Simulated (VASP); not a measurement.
Set up this calculation in VASP 6.6.1, as the native input.

```
Task                   : single point
Functional             : PBEsol
Potentials or basis    : VASP PAW PBE potentials, release 64 (Ba_sv, Ti_sv, O)
Cutoff                 : 520 eV
k mesh                 : 7 × 7 × 7
Occupations            : fermi-dirac, width 0.05 eV
Spin                   : no spin polarisation
Dipole correction      : no
Further INCAR settings : ALGO = Normal; EDIFF = 1e-06; NBANDS = 28
```

The structure of BaTiO3 lies in POSCAR:

```
BaTiO3
1.0
    3.9698719593      0.0000000000      0.0000000000
    0.0000000000      3.9698719593      0.0000000000
    0.0000000000      0.0000000000      3.9698719593
Ba Ti O
1 1 3
Direct
    0.5000000000      0.5000000000      0.5000000000
    0.0000000000      0.0000000000      0.0000000000
    0.0000000000      0.0000000000      0.5000000000
    0.0000000000      0.5000000000      0.0000000000
    0.5000000000      0.0000000000      0.0000000000
```

One way to write it, as run:

INCAR

```
SYSTEM = BaTiO3
  ALGO = Normal
  EDIFF = 1E-6
  ENCUT = 520
  GGA = PS
  ISIF = 2
  ISMEAR = -1
  LASPH = .TRUE.
  LCHARG = .TRUE.
  LELF = .TRUE.
  LREAL = .FALSE.
  LVHAR = .TRUE.
  LWAVE = .FALSE.
  NBANDS = 28
  NELM = 80
  PREC = Accurate
  SIGMA = 0.05
```

KPOINTS

```
k-points
0
G
  7 7 7
  0 0 0
```

Potentials or basis: VASP PAW PBE potentials, release 64 (Ba_sv, Ti_sv, O).

Run with:

```sh
$ cat potpaw_PBE.64/Ba_sv/POTCAR potpaw_PBE.64/Ti_sv/POTCAR potpaw_PBE.64/O/POTCAR > POTCAR
$ mpirun -np 1 vasp_std > vasp.out
```

Results of the run:

```yaml
Pressure: 2.0 GPa
Band_gap_on_the_k_mesh: 1.81 eV, indirect (least direct gap 1.86 eV)
```

Caveat: the PAW data sets were made with another functional, which shifts forces and pressure a little; spin-orbit coupling is left out, which moves the levels of the heavy elements.

Run time: 35 s on 1 thread of AMD EPYC 7R13 Processor (Zen 3) (shared host), peak memory 0.16 GiB.
